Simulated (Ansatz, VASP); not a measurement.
TePb in VASP and in Ansatz

```
Pb Te
1.0
     4.00229    0.00000    0.00000
     0.00000    4.00229    0.00000
     0.00000    0.00000    4.00229
Pb Te
1 1
Cartesian
  0.0000 0.0000 0.0000
  2.0011 2.0011 2.0011
```

Alike in both runs: task relaxation of cell and atoms; functional RPBE; dispersion D3(BJ); k mesh 7 × 7 × 7; occupations fermi-dirac, width 0.05 eV; no spin polarisation.

|  | VASP | Ansatz |
| --- | --- | --- |
| version | VASP 6.6.1 | Ansatz 0.2.0 |
| potentials or method | VASP PAW PBE potentials, release 64 (Pb_d, Te) | Ansatz PAW |
| plane-wave cutoff (eV) | 600 | 420 |
| valence electrons in the cell | 20 | 30 |

VASP gave:

| Quantity | Value |
| --- | --- |
| relaxed volume (Å³/atom) | 22.11 |
| relaxed cell length with the largest relative difference (Å) | 3.536 |

Problem. Estimate Ansatz's values.

Solution. Relaxed volume (Å³/atom): 22.12; relaxed cell length with the largest relative difference (Å): 3.537.

VASP's potentials were made for PBE, not for RPBE. VASP's potentials hold 20 valence electrons a cell and Ansatz's 30, so a difference there can come from the potentials and not from the codes.

Spin-orbit coupling is off throughout. Noted on VASP's run: the volume moved by over 15 % at a fixed basis, so the end points are rough. Noted on Ansatz's run: the volume moved by over 15 % at a fixed basis, so the end points are rough; the plane-wave basis is chosen anew once the cell has moved, so the energies of steps on either side of that aren't comparable.
